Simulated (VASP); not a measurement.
# TePb (I4/mmm) in VASP: a series of runs

The runs below take TePb through single point, with r2SCAN.

Everything below comes from runs of VASP 6.6.1. Logs are shortened: lines on timing, memory, paths and dates and some standing lists are left out, and cuts for length are marked.

### Step 1. The cell of the first run

Symmetry: I4/mmm, No. 139, tetragonal system. Conventional cell: a = 5.123 Å, b = 5.123 Å, c = 5.122 Å, α = 90.00°, β = 90.00°, γ = 90.00°. Within 3.4 Å of Te (site symmetry 4/mmm) lie 2 Pb at 2.56 Å. Within 3.4 Å of Pb (site symmetry 4/mmm) lie 2 Te at 2.56 Å.

### Step 2. Single point, r2SCAN

File POSCAR:

```
TePb
1.0
    0.0000000000      3.6223673787      2.5610137367
    3.6223673787      0.0000000000      2.5610137367
    3.6223673787      3.6223673787      0.0000000000
Te Pb
1 1
Direct
    0.5000000000      0.5000000000      0.5000000000
    0.0000000000      0.0000000000      0.0000000000
```

File INCAR.step1:

```
PREC     = Accurate       # precision mode
ENCUT    = 520            # plane-wave cutoff, eV
ISMEAR   = 0              # smearing method
SIGMA    = 0.05           # smearing width, eV
LREAL    = F              # projectors in reciprocal space
LASPH    = T              # aspherical terms in the spheres
NELM     = 60             # most SCF steps
NBANDS   = 17             # bands
GGA      = PE             # functional
ALGO     = Normal         # electronic algorithm
EDIFF    = 1E-4           # SCF threshold, eV
LWAVE    = T              # write WAVECAR
LCHARG   = F              # write CHGCAR
```

File INCAR.step2:

```
PREC     = Accurate       # precision mode
ENCUT    = 520            # plane-wave cutoff, eV
EDIFF    = 1E-6           # SCF threshold, eV
ISMEAR   = 0              # smearing method
SIGMA    = 0.05           # smearing width, eV
LREAL    = F              # projectors in reciprocal space
LASPH    = T              # aspherical terms in the spheres
NELM     = 60             # most SCF steps
ALGO     = Normal         # electronic algorithm
ISIF     = 2              # what is computed and relaxed
LWAVE    = F              # write WAVECAR
LCHARG   = F              # write CHGCAR
METAGGA  = R2SCAN         # meta-GGA
LMIXTAU  = T            
NBANDS   = 17             # bands
ISTART   = 1
```

File KPOINTS:

```
Automatic mesh
0
Gamma
  8 8 8
```

Potentials or basis: VASP PAW PBE potentials, release 64 (Te, Pb_d).

Command:

```
$ cat potpaw_PBE.64/Te/POTCAR potpaw_PBE.64/Pb_d/POTCAR > POTCAR
$ cp INCAR.step1 INCAR
$ mpirun -np 1 vasp_std > vasp.out
$ cp INCAR.step2 INCAR
$ mpirun -np 1 vasp_std > vasp.out
```

OUTCAR:

```text
PREC = Accurate
   ENCUT = 520
   EDIFF = 1E-6
   ISMEAR = 0
   LREAL = F
   LASPH = T
   NELM = 60
   ISIF = 2
   METAGGA = R2SCAN
   ISTART = 1

 ion  position               nearest neighbor table
   1  0.500  0.500  0.500-   2 2.56   2 2.56   2 3.62   2 3.62   2 3.62   2 3.62
   2  0.000  0.000  0.000-   1 2.56   1 2.56   1 3.62   1 3.62   1 3.62   1 3.62

  LATTYP: Found a body centered tetragonal cell.
 ALAT       =     5.1228010749
 C/A-ratio  =     0.9998489886

  Lattice vectors:

 A1 = (   0.0000000000,  -3.6223673787,  -2.5610137367)
 A2 = (   0.0000000000,   3.6223673787,  -2.5610137367)
 A3 = (   3.6223673787,   0.0000000000,   2.5610137367)

Analysis of symmetry for initial positions (statically):
=====================================================================
 Subroutine PRICEL returns:
 Original cell was already a primitive cell.

 Routine SETGRP: Setting up the symmetry group for a
 body centered tetragonal supercell.

 Subroutine GETGRP returns: Found 16 space group operations
 (whereof 16 operations were pure point group operations)
 out of a pool of 16 trial point group operations.

The static configuration has the point symmetry D_4h.

Analysis of symmetry for dynamics (positions and initial velocities):
=====================================================================
 Subroutine PRICEL returns:
 Original cell was already a primitive cell.

 Routine SETGRP: Setting up the symmetry group for a
 body centered tetragonal supercell.

 Subroutine GETGRP returns: Found 16 space group operations
 (whereof 16 operations were pure point group operations)
 out of a pool of 16 trial point group operations.

The dynamic configuration has the point symmetry D_4h.

 Subroutine INISYM returns: Found 16 space group operations
 (whereof 16 operations are pure point group operations),
 and found     1 'primitive' translations

----------------------------------------------------------------------------------------

                                     Primitive cell

  volume of cell :      67.2089

  direct lattice vectors                    reciprocal lattice vectors
     0.000000000  3.622367379  2.561013737    -0.138031278  0.138031278  0.195235189
     3.622367379  0.000000000  2.561013737     0.138031278 -0.138031278  0.195235189
     3.622367379  3.622367379  0.000000000     0.138031278  0.138031278 -0.195235189

  length of vectors
     4.436252561  4.436252561  5.122801075     0.276083405  0.276083405  0.276083405

  position of ions in fractional coordinates (direct lattice)
     0.500000000  0.500000000  0.500000000
     0.000000000  0.000000000  0.000000000

  ion indices of the primitive-cell ions
   primitive index   ion index
                 1           1
                 2           2

----------------------------------------------------------------------------------------

 KPOINTS: Automatic mesh

Automatic generation of k-mesh.
 Grid dimensions read from file:
 generate k-points for:    8    8    8

 Generating k-lattice:

  Cartesian coordinates                     Fractional coordinates (reciprocal lattice)
    -0.017253910  0.017253910  0.024404399     0.125000000 -0.000000000  0.000000000
     0.017253910 -0.017253910  0.024404399    -0.000000000  0.125000000  0.000000000
     0.017253910  0.017253910 -0.024404399     0.000000000  0.000000000  0.125000000

  Length of vectors
     0.034510426  0.034510426  0.034510426

  Shift w.r.t. Gamma in fractional coordinates (k-lattice)
     0.000000000  0.000000000  0.000000000

 Subroutine IBZKPT returns following result:
 ===========================================

 Found     59 irreducible k-points:

 Following reciprocal coordinates:
            Coordinates               Weight
  0.000000  0.000000  0.000000      1.000000
  0.125000 -0.000000  0.000000      8.000000
  0.250000 -0.000000  0.000000      8.000000
  0.375000 -0.000000  0.000000      8.000000
  0.500000 -0.000000  0.000000      4.000000
  0.125000  0.125000  0.000000      2.000000
[... 16 lines left out ...]
  0.250000 -0.000000  0.125000     16.000000
  0.375000 -0.000000  0.125000     16.000000
 [... further k-points ...]
   k-points           NKPTS =     59   k-points in BZ     NKDIM =     59   number of bands    NBANDS=     17
   number of dos      NEDOS =    301   number of ions     NIONS =      2
   total plane-waves  NPLWV =  51840
   dimension x,y,z NGX =    36 NGY =   36 NGZ =   40
   dimension x,y,z NGXF=    72 NGYF=   72 NGZF=   80
   ions per type =               1   1
   NGX,Y,Z   is equivalent  to a cutoff of  13.49, 13.49, 12.98 a.u.
   NGXF,Y,Z  is equivalent  to a cutoff of  26.98, 26.98, 25.96 a.u.
 SYSTEM =  unknown system
   PREC   = accura    normal or accurate (medium, high low for compatibility)
   ISTART =      1    job   : 0-new  1-cont  2-samecut
   ICHARG =      0    charge: 1-file 2-atom 10-const
   ISPIN  =      1    spin polarized calculation?
[... 51 lines left out ...]

  energy without entropy =      -80.12777095  energy(sigma->0) =      -80.12868230

 E-fermi :   6.6737     XC(G=0):  -9.7124

 val. band max:        6.6192358293   @ k =   0.3750  -0.0000   0.1250
 cond. band min:       6.6794224045   @ k =  -0.3750   0.1250   0.3750
 fundamental gap:      0.0601865752
 Fermi energy:         6.6736983999

 k-point     1 :       0.0000    0.0000    0.0000
  band No.  band energies     occupation
      1     -12.5058      2.00000
      2     -12.0161      2.00000
      3     -12.0161      2.00000
      4     -11.9167      2.00000
      5     -11.8927      2.00000
      6      -7.6555      2.00000
[... 9 lines left out ...]
     16      11.7959      0.00000
     17      13.6481      0.00000

 k-point     2 :       0.1250   -0.0000    0.0000
  band No.  band energies     occupation
      1     -12.4931      2.00000
      2     -12.0166      2.00000
      3     -12.0165      2.00000
      4     -11.9146      2.00000
      5     -11.8935      2.00000
      6      -7.5413      2.00000
[... 9 lines left out ...]
     16      12.5439      0.00000
     17      12.9647      0.00000

 k-point     3 :       0.2500   -0.0000    0.0000
  band No.  band energies     occupation
      1     -12.4633      2.00000
      2     -12.0188      2.00000
      3     -12.0182      2.00000
      4     -11.9083      2.00000
      5     -11.8956      2.00000
      6      -7.2030      2.00000
[... 9 lines left out ...]
     16      13.8033      0.00000
     17      14.1873      0.00000

 k-point     4 :       0.3750   -0.0000    0.0000
  band No.  band energies     occupation
      1     -12.4346      2.00000
      2     -12.0223      2.00000
      3     -12.0202      2.00000
      4     -11.9006      2.00000
      5     -11.8977      2.00000
      6      -6.6937      2.00000
[... 9 lines left out ...]
     16      15.1461      0.00000
     17      15.8608      0.00000

 k-point     5 :       0.5000   -0.0000    0.0000
  band No.  band energies     occupation
      1     -12.4230      2.00000
      2     -12.0242      2.00000
      3     -12.0211      2.00000
      4     -11.8985      2.00000
      5     -11.8971      2.00000
      6      -6.3508      2.00000
[... 9 lines left out ...]
     16      16.9504      0.00000
     17      17.4591      0.00000

 k-point     6 :       0.1250    0.1250    0.0000
  band No.  band energies     occupation
      1     -12.4556      2.00000
      2     -12.0208      2.00000
      3     -12.0208      2.00000
      4     -11.9118      2.00000
      5     -11.8955      2.00000
      6      -7.4190      2.00000
[... 9 lines left out ...]
     16      13.6784      0.00000
     17      13.6786      0.00000
[... 281 lines left out ...]
 k-point    21 :       0.5000    0.5000    0.0000
  band No.  band energies     occupation
      1     -12.5796      2.00000
      2     -11.9815      2.00000
      3     -11.9815      2.00000
      4     -11.9122      2.00000
      5     -11.8830      2.00000
      6      -5.8177      2.00000
[... 9 lines left out ...]
     16      16.2652      0.00000
     17      16.4265      0.00000

 k-point    22 :       0.1250    0.0000    0.1250
  band No.  band energies     occupation
      1     -12.5108      2.00000
      2     -12.0169      2.00000
      3     -12.0106      2.00000
      4     -11.9152      2.00000
      5     -11.8930      2.00000
      6      -7.5412      2.00000
[... 9 lines left out ...]
     16      13.0167      0.00000
     17      14.1620      0.00000

 k-point    23 :       0.2500   -0.0000    0.1250
  band No.  band energies     occupation
      1     -12.5022      2.00000
      2     -12.0180      2.00000
      3     -12.0076      2.00000
      4     -11.9116      2.00000
      5     -11.8942      2.00000
      6      -7.3242      2.00000
[... 9 lines left out ...]
     16      13.9891      0.00000
     17      14.5603      0.00000

 k-point    24 :       0.3750   -0.0000    0.1250
  band No.  band energies     occupation
      1     -12.4732      2.00000
      2     -12.0200      2.00000
      3     -12.0101      2.00000
      4     -11.9051      2.00000
      5     -11.8962      2.00000
      6      -6.9190      2.00000
[... 9 lines left out ...]
     16      14.2100      0.00000
     17      14.6679      0.00000

 [... further k-points ...]
[... 5 lines left out ...]
  --------------------------------------------------------------------------------------
  -------------------------------------------------------------------------------------
  Total       -0.9393942     -0.9393942     22.0487099      0.0000000      0.0000000      0.0000000
  in kB      -22.3939947    -22.3939947    525.6139390      0.0000000      0.0000000      0.0000000
  external PRESSURE =     160.2753165 kB  Pullay stress =       0.0000000 kB

 VOLUME and BASIS-vectors are now :
 -----------------------------------------------------------------------------
  energy-cutoff  :      520.00
  volume of cell :       67.21
      direct lattice vectors                 reciprocal lattice vectors
     0.000000000  3.622367379  2.561013737    -0.138031278  0.138031278  0.195235189
     3.622367379  0.000000000  2.561013737     0.138031278 -0.138031278  0.195235189
     3.622367379  3.622367379  0.000000000     0.138031278  0.138031278 -0.195235189

 POSITION                                       TOTAL-FORCE (eV/Angst)
 -----------------------------------------------------------------------------------
      3.62237      3.62237      2.56101         0.000000      0.000000      0.000000
      0.00000      0.00000      0.00000         0.000000      0.000000      0.000000
 -----------------------------------------------------------------------------------
    total drift:                                0.000000      0.000000      0.000000

  FREE ENERGIE OF THE ION-ELECTRON SYSTEM (eV)
  ---------------------------------------------------
  free  energy   TOTEN  =       -80.1295936582 eV

  energy  without entropy=      -80.1277709452  energy(sigma->0) =      -80.12868230
```

Run time: 2.4 min. Hardware: 1 thread of Intel Xeon 6975P-C (Granite Rapids), shared host; peak memory 0.26 GiB.

Results:

| Quantity | Value |
| --- | --- |
| Free energy | -80.1296 eV |
| Pressure | 16.0 GPa |
| Band gap on the k mesh | zero (band 10 reaches 8.62 eV, above the bottom of band 11 at 6.15 eV) |

Stress tensor (GPa, compression positive):
```
-2.24  0.00  0.00
 0.00 -2.24  0.00
 0.00  0.00 52.56
```

Levels at points of the mesh, in eV from the Fermi level:
```
           k point  band 8  band 9  band 10  band 11  band 12  band 13
(0.00, 0.00, 0.00)   -5.54   -2.14    -2.14     1.38     1.38     3.93
(0.50, 0.00, 0.00)   -2.80   -2.73    -0.98    -0.53     2.03     3.19
(0.50, 0.50, 0.00)   -6.85   -5.02    -5.02     1.82     4.36     4.36
(0.50, 0.00, 0.50)   -6.16   -6.02    -2.25     1.28     3.50     4.89
```

Caveat: the PAW data sets were made with another functional, which shifts forces and pressure a little; spin-orbit coupling is left out, which moves the levels of the heavy elements.

### Step 3. Single point, r2SCAN

This run uses another cell than the first one, of the same volume but with other edges.

File POSCAR:

```
TePb
1.0
    0.0000000000      2.8750748938      4.0653558998
    2.8750748938      0.0000000000      4.0653558998
    2.8750748938      2.8750748938      0.0000000000
Te Pb
1 1
Direct
    0.5000000000      0.5000000000      0.5000000000
    0.0000000000      0.0000000000      0.0000000000
```

File INCAR.step1:

```
  PREC = Accurate
  ENCUT = 520
  ISMEAR = 0
  SIGMA = 0.05
  LREAL = F
  LASPH = T
  NELM = 60
  NBANDS = 17
  GGA = PE
  ALGO = Normal
  EDIFF = 1E-4
  LWAVE = T
  LCHARG = F
```

File INCAR.step2:

```
  PREC = Accurate
  ENCUT = 520
  EDIFF = 1E-7
  ISMEAR = 0
  SIGMA = 0.05
  LREAL = F
  LASPH = T
  NELM = 60
  ALGO = Normal
  ISIF = 2
  LWAVE = F
  LCHARG = F
  METAGGA = R2SCAN
  LMIXTAU = T
  NBANDS = 17
  ISTART = 1
```

KPOINTS is that of step 2.

Potentials or basis: VASP PAW PBE potentials, release 64 (Te, Pb_d).

Command:

```
$ cat potpaw_PBE.64/Te/POTCAR potpaw_PBE.64/Pb_d/POTCAR > POTCAR
$ cp INCAR.step1 INCAR
$ mpirun -np 1 vasp_std > vasp.out
$ cp INCAR.step2 INCAR
$ mpirun -np 1 vasp_std > vasp.out
```

Run time: 3.8 min. Hardware: 1 thread of Intel Xeon 6975P-C (Granite Rapids), shared host; peak memory 0.25 GiB.

It converged, with:

```
Free energy            : -81.2364 eV
Pressure               : 13.4 GPa
Band gap on the k mesh : zero (band 10 reaches 6.96 eV, above the bottom of band 11 at 6.10 eV)
```

Stress tensor (GPa, compression positive):
```
21.87  0.00  0.00
 0.00 21.87  0.00
 0.00  0.00 -3.68
```

Levels at points of the mesh, in eV from the Fermi level:
```csv
k point,band 8,band 9,band 10,band 11,band 12,band 13
"(0.00, 0.00, 0.00)",-3.29,-3.29,-2.46,2.06,3.21,4.55
"(0.50, 0.00, 0.00)",-2.45,-1.19,-0.50,0.75,1.33,1.58
"(0.50, 0.50, 0.00)",-5.20,-3.61,-3.61,3.64,4.22,6.76
"(0.50, 0.00, 0.50)",-6.22,-5.81,-2.41,1.79,2.96,7.21
```

Caveat: the PAW data sets were made with another functional, which shifts forces and pressure a little; spin-orbit coupling is left out, which moves the levels of the heavy elements.

### Step 4. Single point, r2SCAN

This run uses another cell than the first one, of the same volume but with other edges.

File POSCAR:

```
TePb
1.0
    0.0000000000      3.4066380285      2.8956423242
    3.4066380285      0.0000000000      2.8956423242
    3.4066380285      3.4066380285      0.0000000000
Te Pb
1 1
Direct
    0.5000000000      0.5000000000      0.5000000000
    0.0000000000      0.0000000000      0.0000000000
```

File INCAR.step1:

```
SYSTEM = TePb
PREC     = Accurate       ! precision mode
ENCUT    = 520            ! plane-wave cutoff, eV
ISMEAR   = 0              ! smearing method
SIGMA    = 0.05           ! smearing width, eV
LREAL    = .FALSE.        ! projectors in reciprocal space
LASPH    = .TRUE.         ! aspherical terms in the spheres
NELM     = 80             ! most SCF steps
NBANDS   = 17             ! bands
GGA      = PE             ! functional
ALGO     = Normal         ! electronic algorithm
EDIFF    = 1E-4           ! SCF threshold, eV
LWAVE    = .TRUE.         ! write WAVECAR
LCHARG   = .FALSE.        ! write CHGCAR
```

File INCAR.step2:

```
SYSTEM = TePb
PREC     = Accurate       ! precision mode
ENCUT    = 520            ! plane-wave cutoff, eV
EDIFF    = 1E-6           ! SCF threshold, eV
ISMEAR   = 0              ! smearing method
SIGMA    = 0.05           ! smearing width, eV
LREAL    = .FALSE.        ! projectors in reciprocal space
LASPH    = .TRUE.         ! aspherical terms in the spheres
NELM     = 80             ! most SCF steps
ALGO     = Normal         ! electronic algorithm
ISIF     = 2              ! what is computed and relaxed
LWAVE    = .FALSE.        ! write WAVECAR
LCHARG   = .FALSE.        ! write CHGCAR
METAGGA  = R2SCAN         ! meta-GGA
LMIXTAU  = .TRUE.       
NBANDS   = 17             ! bands
ISTART   = 1
```

File KPOINTS:

```
regular mesh
0
G
  8 8 8
  0 0 0
```

Command:

```
$ cat potpaw_PBE.64/Te/POTCAR potpaw_PBE.64/Pb_d/POTCAR > POTCAR
$ cp INCAR.step1 INCAR
$ mpirun -np 1 vasp_std > vasp.out
$ cp INCAR.step2 INCAR
$ mpirun -np 1 vasp_std > vasp.out
```

Wall time 2.2 min (1 thread of Intel Xeon 6975P-C (Granite Rapids), shared host); peak memory 0.25 GiB.

Results (log left out):

```
Free energy            : -82.1169 eV
Pressure               : 5.8 GPa
Band gap on the k mesh : 0.07 eV, indirect (least direct gap 0.20 eV)
```

Stress tensor (GPa, compression positive):
```
-3.29  0.00  0.00
 0.00 -3.29  0.00
 0.00  0.00 23.97
```

Levels at points of the mesh, in eV from the valence-band top:
```tsv
k point	band 7	band 8	band 9	band 10	band 11	band 12	band 13	band 14
(0.00, 0.00, 0.00)	-6.16	-3.52	-1.74	-1.74	2.37	2.37	5.24	5.24
(0.50, 0.00, 0.00)	-9.89	-2.03	-1.95	-0.13	0.07	0.27	1.62	7.98
(0.50, 0.50, 0.00)	-8.68	-5.81	-4.07	-4.07	2.45	4.74	4.74	7.93
(0.50, 0.00, 0.50)	-7.65	-5.46	-4.60	-2.72	3.11	3.24	5.72	7.84
```

Caveat: the PAW data sets were made with another functional, which shifts forces and pressure a little; spin-orbit coupling is left out, which moves the levels of the heavy elements.

### Step 5. The runs side by side

| cell | gap on the mesh (eV) | pressure (GPa) |
| --- | --- | --- |
| a = 4.436, b = 4.436, c = 5.123 Å, angles 54.7, 54.7, 70.5°, 2 atoms | none | 16.0 |
| a = 4.979, b = 4.979, c = 4.066 Å, angles 65.9, 65.9, 48.2°, 2 atoms | none | 13.4 |
| a = 4.471, b = 4.471, c = 4.818 Å, angles 57.4, 57.4, 65.2°, 2 atoms | 0.07 | 5.8 |

Alike in all rows: task single point; level r2SCAN; potentials or basis VASP PAW PBE potentials, release 64 (Te, Pb_d); no spin polarisation; k mesh 8 × 8 × 8; cutoff (eV) 520; smearing gaussian 0.05 eV.

Caveats: the PAW data sets were made with another functional, which shifts forces and pressure a little; spin-orbit coupling is left out, which moves the levels of the heavy elements.

Absolute energies hang on the potentials; compare differences alone.
